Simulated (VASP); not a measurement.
A run of VASP 6.6.1 is set up as follows.

File INCAR:

```
SYSTEM = Li
PREC = Accurate
ENCUT = 520
EDIFF = 1E-6
ISMEAR = 0
SIGMA = 0.1
LREAL = .False.
LASPH = .True.
NELM = 100
ALGO = Normal
ISIF = 2
LWAVE = .False.
LCHARG = .False.
GGA = PE
IVDW = 12
NBANDS = 8
```

File KPOINTS:

```
Automatic mesh
0
Gamma
  18 18 18
  0 0 0
```

File POSCAR:

```
Li
1.0
   -1.6450438816      1.6450438816      1.6450438816
    1.6450438816     -1.6450438816      1.6450438816
    1.6450438816      1.6450438816     -1.6450438816
Li
1
Direct
    0.0000000000      0.0000000000      0.0000000000
```

Potentials or basis: VASP PAW PBE potentials, release 64 (Li_sv).

Launch:

```console
$ cat potpaw_PBE.64/Li_sv/POTCAR > POTCAR
$ mpirun -np 1 vasp_std > vasp.out
```

Q: Predict the dispersion energy per atom.

A: -0.192 eV.
